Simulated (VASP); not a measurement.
# TiC (Fm-3m) in VASP: a series of runs

Runs on TiC. Level: PBEsol. Tasks: electric field gradients.

All numbers are computed with VASP 6.6.1; they aren't measurements. Logs are shortened: lines on timing, memory, paths and dates and some standing lists are left out, and cuts for length are marked.

## (1) The cell of the first run

Symmetry: Fm-3m, No. 225, cubic system. The conventional cell has a = 4.357 Å, b = 4.357 Å, c = 4.357 Å, α = 90.00°, β = 90.00°, γ = 90.00°. Within 2.9 Å of Ti (site symmetry m-3m) lie 6 C at 2.18 Å. Within 2.9 Å of C (site symmetry m-3m) lie 6 Ti at 2.18 Å.

## (2) Electric field gradients, PBEsol (10.34 Å³/atom)

Input file INCAR:

```
SYSTEM = TiC
  ALGO = Normal
  EDIFF = 1E-8
  ENCUT = 520
  GGA = PS
  ISIF = 2
  ISMEAR = -1
  LASPH = .TRUE.
  LCHARG = .FALSE.
  LEFG = .TRUE.
  LREAL = .FALSE.
  LWAVE = .FALSE.
  NBANDS = 15
  NELM = 80
  PREC = Accurate
  SIGMA = 0.03
```

Input file KPOINTS:

```
k-points
0
G
  14 14 14
  0 0 0
```

Input file POSCAR:

```
TiC
1.0
    0.0000000000      2.1783315435      2.1783315435
    2.1783315435      0.0000000000      2.1783315435
    2.1783315435      2.1783315435      0.0000000000
Ti C
1 1
Direct
    0.0000000000      0.0000000000      0.0000000000
    0.5000000000      0.5000000000      0.5000000000
```

Potentials or basis: VASP PAW PBE potentials, release 64 (Ti_sv, C).

On the command line:

```sh
$ cat potpaw_PBE.64/Ti_sv/POTCAR potpaw_PBE.64/C/POTCAR > POTCAR
$ mpirun -np 1 vasp_std > vasp.out
```

OUTCAR:

```text
SYSTEM = TiC
   EDIFF = 1E-8
   ENCUT = 520
   GGA = PS
   ISIF = 2
   ISMEAR = -1
   LASPH = .TRUE.
   LREAL = .FALSE.
   NELM = 80
   PREC = Accurate

 ion  position               nearest neighbor table
   1  0.000  0.000  0.000-   2 2.18   2 2.18   2 2.18   2 2.18   2 2.18   2 2.18
   2  0.500  0.500  0.500-   1 2.18   1 2.18   1 2.18   1 2.18   1 2.18   1 2.18

  LATTYP: Found a face centered cubic cell.
 ALAT       =     4.3566630870

  Lattice vectors:

 A1 = (   0.0000000000,   2.1783315435,   2.1783315435)
 A2 = (   2.1783315435,   0.0000000000,   2.1783315435)
 A3 = (   2.1783315435,   2.1783315435,   0.0000000000)

Analysis of symmetry for initial positions (statically):
=====================================================================
 Subroutine PRICEL returns:
 Original cell was already a primitive cell.

 Routine SETGRP: Setting up the symmetry group for a
 face centered cubic supercell.

 Subroutine GETGRP returns: Found 48 space group operations
 (whereof 48 operations were pure point group operations)
 out of a pool of 48 trial point group operations.

The static configuration has the point symmetry O_h .

Analysis of symmetry for dynamics (positions and initial velocities):
=====================================================================
 Subroutine PRICEL returns:
 Original cell was already a primitive cell.

 Routine SETGRP: Setting up the symmetry group for a
 face centered cubic supercell.

 Subroutine GETGRP returns: Found 48 space group operations
 (whereof 48 operations were pure point group operations)
 out of a pool of 48 trial point group operations.

The dynamic configuration has the point symmetry O_h .

 Subroutine INISYM returns: Found 48 space group operations
 (whereof 48 operations are pure point group operations),
 and found     1 'primitive' translations

----------------------------------------------------------------------------------------

                                     Primitive cell

  volume of cell :      20.6729

  direct lattice vectors                    reciprocal lattice vectors
     0.000000000  2.178331544  2.178331544    -0.229533471  0.229533471  0.229533471
     2.178331544  0.000000000  2.178331544     0.229533471 -0.229533471  0.229533471
     2.178331544  2.178331544  0.000000000     0.229533471  0.229533471 -0.229533471

  length of vectors
     3.080626012  3.080626012  3.080626012     0.397563634  0.397563634  0.397563634

  position of ions in fractional coordinates (direct lattice)
     0.000000000  0.000000000  0.000000000
     0.500000000  0.500000000  0.500000000

  ion indices of the primitive-cell ions
   primitive index   ion index
                 1           1
                 2           2

----------------------------------------------------------------------------------------

 KPOINTS: k-points

Automatic generation of k-mesh.
 Grid dimensions read from file:
 generate k-points for:   14   14   14

 Generating k-lattice:

  Cartesian coordinates                     Fractional coordinates (reciprocal lattice)
    -0.016395248  0.016395248  0.016395248     0.071428571  0.000000000  0.000000000
     0.016395248 -0.016395248  0.016395248     0.000000000  0.071428571  0.000000000
     0.016395248  0.016395248 -0.016395248     0.000000000  0.000000000  0.071428571

  Length of vectors
     0.028397402  0.028397402  0.028397402

  Shift w.r.t. Gamma in fractional coordinates (k-lattice)
     0.000000000  0.000000000  0.000000000

 Subroutine IBZKPT returns following result:
 ===========================================

 Found    104 irreducible k-points:

 Following reciprocal coordinates:
            Coordinates               Weight
  0.000000  0.000000  0.000000      1.000000
  0.071429  0.000000  0.000000      8.000000
  0.142857  0.000000  0.000000      8.000000
  0.214286  0.000000  0.000000      8.000000
  0.285714  0.000000  0.000000      8.000000
  0.357143  0.000000  0.000000      8.000000
[... 16 lines left out ...]
  0.214286  0.142857  0.000000     24.000000
  0.285714  0.142857  0.000000     24.000000
 [... further k-points ...]
   k-points           NKPTS =    104   k-points in BZ     NKDIM =    104   number of bands    NBANDS=     15
   number of dos      NEDOS =    301   number of ions     NIONS =      2
   total plane-waves  NPLWV =  13824
   dimension x,y,z NGX =    24 NGY =   24 NGZ =   24
   dimension x,y,z NGXF=    48 NGYF=   48 NGZF=   48
   ions per type =               1   1
   NGX,Y,Z   is equivalent  to a cutoff of  12.95, 12.95, 12.95 a.u.
   NGXF,Y,Z  is equivalent  to a cutoff of  25.90, 25.90, 25.90 a.u.
 SYSTEM =  TiC
   PREC   = accura    normal or accurate (medium, high low for compatibility)
   ISTART =      0    job   : 0-new  1-cont  2-samecut
   ICHARG =      2    charge: 1-file 2-atom 10-const
   ISPIN  =      1    spin polarized calculation?
   LNONCOLLINEAR =      F non collinear calculations
   LSORBIT =      F    spin-orbit coupling
   LASPH  =      T    aspherical Exc in radial PAW
   ENCUT  =  520.0 eV  38.22 Ry    6.18 a.u.   5.73  5.73  5.73*2*pi/ulx,y,z
   NELM   =     80;   NELMIN=  2; NELMDL= -5     # of ELM steps
   EDIFF  = 0.1E-07   stopping-criterion for ELM
   LREAL  =      F    real-space projection
   EDIFFG = 0.1E-06   stopping-criterion for IOM
   NSW    =      0    number of steps for IOM
   IBRION =     -1    ionic relax: 0-MD 1-quasi-New 2-CG
   NFREE  =      0    steps in history (QN), initial steepest desc. (CG)
   ISIF   =      2    stress and relaxation
   ISYM   =      2    0-nonsym 1-usesym 2-fastsym
   POTIM  = 0.5000    time-step for ionic-motion
   TEBEG  =    0.0;   TEEND  =   0.0 temperature during run
   PSTRESS=    0.0 pullay stress
   NELECT =      16.0000    total number of electrons
   NUPDOWN=      -1.0000    fix difference up-down
   EMIN   =  10.00;   EMAX   =-10.00  energy-range for DOS
   EFERMI =   0.00;   METHOD = LEGACY
   ISMEAR =    -1;   SIGMA  =   0.03  broadening in eV -4-tet -1-fermi 0-gaus
   EFERMI_NEDOS =   21; number of points for ismear=-14 and -15
   IALGO  =     38    algorithm
   IMIX   =      4    mixing-type and parameters
     AMIX     =   0.40;   BMIX     =  1.00
     AMIX_MAG =   1.60;   BMIX_MAG =  1.00
  volume/ion in A,a.u.               =      10.34        69.75
  Fermi-wavevector in a.u.,A,eV,Ry     =   1.503076  2.840401 30.738778  2.259236
  Thomas-Fermi vector in A             =   2.614233
   LORBIT       =      0    0 simple, 1 ext, 2 COOP (PROOUT), +10 PAW based schemes
   GGA     = PS    functional components
   LHFCALC =     F    Hartree Fock is set to
   AEXX    =    0.0000 exact exchange contribution
   IVDW    =     0    specifies the selected vdW correction
   LEPSILON=     F    determine dielectric tensor
   LRPA    =     F    only Hartree local field effects (RPA)
 non-spin polarized calculation
  energy-cutoff  :      520.00
  volume of cell :       20.67
 maximum number of plane-waves:       568
   NGX = 11   NGY = 11   NGZ = 11

 number of electron      15.9999997 magnetization

 Free energy of the ion-electron system (eV)
  ---------------------------------------------------
  ext. energy  EPLUGINS =         0.00000000
  ---------------------------------------------------
  free energy    TOTEN  =       -19.77322253 eV

  energy without entropy =      -19.77226273  energy(sigma->0) =      -19.77274263

 E-fermi :   9.0892     XC(G=0): -12.7699

 val. band max:        9.0621463229   @ k =   0.5000   0.5000   0.0000
 cond. band min:       9.0920361072   @ k =   0.3571   0.2857   0.0000
 fundamental gap:      0.0298897843
 Fermi energy:         9.0892036952

 k-point     1 :       0.0000    0.0000    0.0000
  band No.  band energies     occupation
      1     -47.2822      2.00000
      2     -23.4174      2.00000
      3     -23.4174      2.00000
      4     -23.4174      2.00000
      5      -3.1874      2.00000
      6       9.7557      0.00000
      7       9.7557      0.00000
      8       9.7557      0.00000
      9      10.7809      0.00000
     10      10.7809      0.00000
     11      10.7809      0.00000
     12      10.7875      0.00000
     13      10.7875      0.00000
     14      19.3195      0.00000
     15      22.9545      0.00000

 k-point     2 :       0.0714    0.0000    0.0000
  band No.  band energies     occupation
      1     -47.2788      2.00000
      2     -23.4418      2.00000
      3     -23.4197      2.00000
      4     -23.4197      2.00000
      5      -3.0736      2.00000
      6       9.2224      0.02335
      7       9.4813      0.00000
      8       9.4813      0.00000
      9      10.0860      0.00000
     10      10.0860      0.00000
     11      11.0476      0.00000
     12      11.9220      0.00000
     13      11.9220      0.00000
     14      19.5276      0.00000
     15      22.9961      0.00000

 k-point     3 :       0.1429    0.0000    0.0000
  band No.  band energies     occupation
      1     -47.2692      2.00000
      2     -23.5097      2.00000
      3     -23.4262      2.00000
      4     -23.4262      2.00000
      5      -2.7415      2.00000
      6       8.1881      2.00000
      7       8.6052      2.00000
      8       8.6052      2.00000
      9      10.2392      0.00000
     10      10.2392      0.00000
     11      11.3918      0.00000
     12      13.1207      0.00000
     13      13.1207      0.00000
     14      19.9928      0.00000
     15      22.9906      0.00000
[... 343 lines left out ...]
 k-point    23 :       0.2143    0.1429    0.0000
  band No.  band energies     occupation
      1     -47.2545      2.00000
      2     -23.5646      2.00000
      3     -23.4623      2.00000
      4     -23.4571      2.00000
      5      -2.2644      2.00000
      6       6.7136      2.00000
      7       8.2970      2.00000
      8       8.6155      2.00000
      9       9.4821      0.00000
     10      11.0487      0.00000
     11      12.2561      0.00000
     12      12.6661      0.00000
     13      14.5172      0.00000
     14      20.9266      0.00000
     15      23.1675      0.00000

 k-point    24 :       0.2857    0.1429    0.0000
  band No.  band energies     occupation
      1     -47.2411      2.00000
      2     -23.6513      2.00000
      3     -23.4756      2.00000
      4     -23.4676      2.00000
      5      -1.7553      2.00000
      6       5.9799      2.00000
      7       7.4719      2.00000
      8       8.0110      2.00000
      9       9.8900      0.00000
     10      11.3444      0.00000
     11      12.4370      0.00000
     12      13.5516      0.00000
     13      15.3625      0.00000
     14      20.9916      0.00000
     15      23.1570      0.00000

 [... further k-points ...]

------------------------ aborting loop because EDIFF is reached ----------------------------------------

  FORCE on cell =-STRESS in cart. coord.  units (eV):
  Direction    XX          YY          ZZ          XY          YZ          ZX
  --------------------------------------------------------------------------------------
  -------------------------------------------------------------------------------------
  Total       -1.3536424     -1.3536424     -1.3536424     -0.0000000     -0.0000000      0.0000000
  in kB     -104.9089618   -104.9089618   -104.9089618     -0.0000000     -0.0000000      0.0000000
  external PRESSURE =    -104.9089618 kB  Pullay stress =       0.0000000 kB

 VOLUME and BASIS-vectors are now :
 -----------------------------------------------------------------------------
  energy-cutoff  :      520.00
  volume of cell :       20.67
      direct lattice vectors                 reciprocal lattice vectors
     0.000000000  2.178331544  2.178331544    -0.229533471  0.229533471  0.229533471
     2.178331544  0.000000000  2.178331544     0.229533471 -0.229533471  0.229533471
     2.178331544  2.178331544  0.000000000     0.229533471  0.229533471 -0.229533471

 POSITION                                       TOTAL-FORCE (eV/Angst)
 -----------------------------------------------------------------------------------
      0.00000      0.00000      0.00000        -0.000000     -0.000000     -0.000000
      2.17833      2.17833      2.17833         0.000000      0.000000      0.000000
 -----------------------------------------------------------------------------------
    total drift:                                0.000000     -0.000000     -0.000000

  FREE ENERGIE OF THE ION-ELECTRON SYSTEM (eV)
  ---------------------------------------------------
  free  energy   TOTEN  =       -19.7732225259 eV

  energy  without entropy=      -19.7722627330  energy(sigma->0) =      -19.77274263

 Electric field gradients (V/A^2)
---------------------------------------------------------------------
 ion       V_xx      V_yy      V_zz      V_xy      V_xz      V_yz
---------------------------------------------------------------------
   1       0.000     0.000    -0.000    -0.000    -0.000    -0.000
   2       0.000    -0.000     0.000     0.000     0.000     0.000
---------------------------------------------------------------------

 Electric field gradients after diagonalization (V/A^2)
 (convention: |V_zz| > |V_xx| > |V_yy|)
----------------------------------------------------------------------
 ion       V_xx      V_yy      V_zz     asymmetry (V_yy - V_xx)/ V_zz
----------------------------------------------------------------------
   1       0.000     0.000    -0.000       0.000
   2      -0.000    -0.000     0.000       0.000
----------------------------------------------------------------------

           NMR quadrupolar parameters

 Cq : quadrupolar parameter    Cq=e*Q*V_zz/h
 eta: asymmetry parameters     (V_yy - V_xx)/ V_zz
 Q  : nuclear electric quadrupole moment in mb (millibarn)
----------------------------------------------------------------------
 ion       Cq(MHz)       eta       Q (mb)
----------------------------------------------------------------------
   1      -0.000       0.000       1.000
   2       0.000       0.000       1.000
----------------------------------------------------------------------
```

It took 60 s on 1 thread of Intel Xeon 8259CL, shared host; peak memory 0.16 GiB.

Results:

```
Free energy                             : -19.7732 eV
Pressure                                : -10.5 GPa
Band gap on the k mesh                  : zero (bands 8 and 9 overlap by 1.06 eV)
Largest electric field gradient by atom : zero within the noise of the run
```

Caveat: the cell stands under tension; the PAW data sets were made with another functional, which shifts forces and pressure a little.

## (3) Electric field gradients, PBEsol (10.34 Å³/atom)

Input file INCAR:

```
PREC = Accurate
ENCUT = 520
EDIFF = 1E-8
ISMEAR = -1
SIGMA = 0.03
LREAL = F
LASPH = T
NELM = 80
ALGO = Normal
ISIF = 2
LWAVE = F
LCHARG = F
GGA = PS
LEFG = T
NBANDS = 15
```

Input file KPOINTS:

```
Automatic mesh
0
Gamma
  14 14 14
```

POSCAR is that of step 2.

Potentials or basis: VASP PAW PBE potentials, release 64 (Ti_sv, C).

On the command line:

```sh
$ cat potpaw_PBE.64/Ti_sv/POTCAR potpaw_PBE.64/C/POTCAR > POTCAR
$ mpirun -np 1 vasp_std > vasp.out
```

OUTCAR:

```text
PREC = Accurate
   ENCUT = 520
   EDIFF = 1E-8
   ISMEAR = -1
   LREAL = F
   LASPH = T
   NELM = 80
   ISIF = 2
   GGA = PS

 ion  position               nearest neighbor table
   1  0.000  0.000  0.000-   2 2.18   2 2.18   2 2.18   2 2.18   2 2.18   2 2.18
   2  0.500  0.500  0.500-   1 2.18   1 2.18   1 2.18   1 2.18   1 2.18   1 2.18

  LATTYP: Found a face centered cubic cell.
 ALAT       =     4.3566630870

  Lattice vectors:

 A1 = (   0.0000000000,   2.1783315435,   2.1783315435)
 A2 = (   2.1783315435,   0.0000000000,   2.1783315435)
[... 643 lines left out ...]
  ---------------------------------------------------
  free  energy   TOTEN  =       -19.7732225259 eV

  energy  without entropy=      -19.7722627330  energy(sigma->0) =      -19.77274263

 Electric field gradients (V/A^2)
---------------------------------------------------------------------
 ion       V_xx      V_yy      V_zz      V_xy      V_xz      V_yz
---------------------------------------------------------------------
   1       0.000     0.000    -0.000    -0.000    -0.000    -0.000
   2       0.000    -0.000     0.000     0.000     0.000     0.000
---------------------------------------------------------------------

 Electric field gradients after diagonalization (V/A^2)
 (convention: |V_zz| > |V_xx| > |V_yy|)
----------------------------------------------------------------------
 ion       V_xx      V_yy      V_zz     asymmetry (V_yy - V_xx)/ V_zz
----------------------------------------------------------------------
   1       0.000     0.000    -0.000       0.000
   2      -0.000    -0.000     0.000       0.000
----------------------------------------------------------------------

           NMR quadrupolar parameters

 Cq : quadrupolar parameter    Cq=e*Q*V_zz/h
 eta: asymmetry parameters     (V_yy - V_xx)/ V_zz
 Q  : nuclear electric quadrupole moment in mb (millibarn)
----------------------------------------------------------------------
 ion       Cq(MHz)       eta       Q (mb)
----------------------------------------------------------------------
   1      -0.000       0.000       1.000
   2       0.000       0.000       1.000
----------------------------------------------------------------------
```

OSZICAR:

```text
N       E                     dE             d eps       ncg     rms          rms(c)
DAV:   1     0.116023537783E+03    0.11602E+03   -0.79960E+03  3134   0.128E+03
DAV:   2    -0.175380427231E+02   -0.13356E+03   -0.12507E+03  3309   0.333E+02
DAV:   3    -0.249944313885E+02   -0.74564E+01   -0.73288E+01  4133   0.771E+01
DAV:   4    -0.252414119097E+02   -0.24698E+00   -0.24681E+00  3809   0.131E+01
DAV:   5    -0.252468189019E+02   -0.54070E-02   -0.54066E-02  4153   0.173E+00    0.180E+01
DAV:   6    -0.204130778083E+02    0.48337E+01   -0.11355E+01  4431   0.558E+01    0.682E+00
DAV:   7    -0.198251755085E+02    0.58790E+00   -0.20379E+00  3669   0.202E+01    0.484E+00
DAV:   8    -0.197960681001E+02    0.29107E-01   -0.10691E-01  3541   0.337E+00    0.341E+00
DAV:   9    -0.197778491510E+02    0.18219E-01   -0.11087E-01  4059   0.460E+00    0.800E-01
DAV:  10    -0.197764013348E+02    0.14478E-02   -0.12703E-02  4028   0.141E+00    0.733E-01
DAV:  11    -0.197734892443E+02    0.29121E-02   -0.38311E-03  3631   0.878E-01    0.245E-01
DAV:  12    -0.197732437061E+02    0.24554E-03   -0.48768E-04  4239   0.317E-01    0.545E-02
DAV:  13    -0.197732224315E+02    0.21275E-04   -0.70913E-05  3673   0.859E-02    0.765E-03
DAV:  14    -0.197732228077E+02   -0.37619E-06   -0.31036E-06  3561   0.151E-02    0.367E-03
DAV:  15    -0.197732225084E+02    0.29931E-06   -0.60435E-07  3701   0.131E-02    0.322E-03
DAV:  16    -0.197732225329E+02   -0.24487E-07   -0.89047E-08  3736   0.391E-03    0.818E-04
DAV:  17    -0.197732225206E+02    0.12269E-07   -0.61101E-09  2682   0.156E-03    0.660E-05
DAV:  18    -0.197732225259E+02   -0.53192E-08   -0.10213E-09  1777   0.358E-04
   1 F= -.19773223E+02 E0= -.19772743E+02  d E =-.959793E-03
```

It took 64 s on 1 thread of Intel Xeon 8259CL, shared host; peak memory 0.16 GiB.

Results:

* Free energy: -19.7732 eV
* Pressure: -10.5 GPa
* Band gap on the k mesh: zero (bands 8 and 9 overlap by 1.06 eV)
* Largest electric field gradient by atom: zero within the noise of the run

Levels at points of the mesh, in eV from the Fermi level:
| k point | band 5 | band 6 | band 7 | band 8 | band 9 | band 10 | band 11 | band 12 |
| --- | --- | --- | --- | --- | --- | --- | --- | --- |
| (0.00, 0.00, 0.00) | -12.28 | 0.67 | 0.67 | 0.67 | 1.69 | 1.69 | 1.69 | 1.70 |
| (0.50, 0.00, 0.00) | -8.84 | -5.78 | -2.83 | -2.83 | 2.86 | 2.86 | 4.02 | 8.06 |
| (0.50, 0.50, 0.00) | -9.98 | -3.42 | -1.61 | -0.03 | -0.03 | 2.68 | 3.45 | 3.45 |

Caveat: the cell stands under tension; the PAW data sets were made with another functional, which shifts forces and pressure a little.

(Part 1 of 3 ends here.)
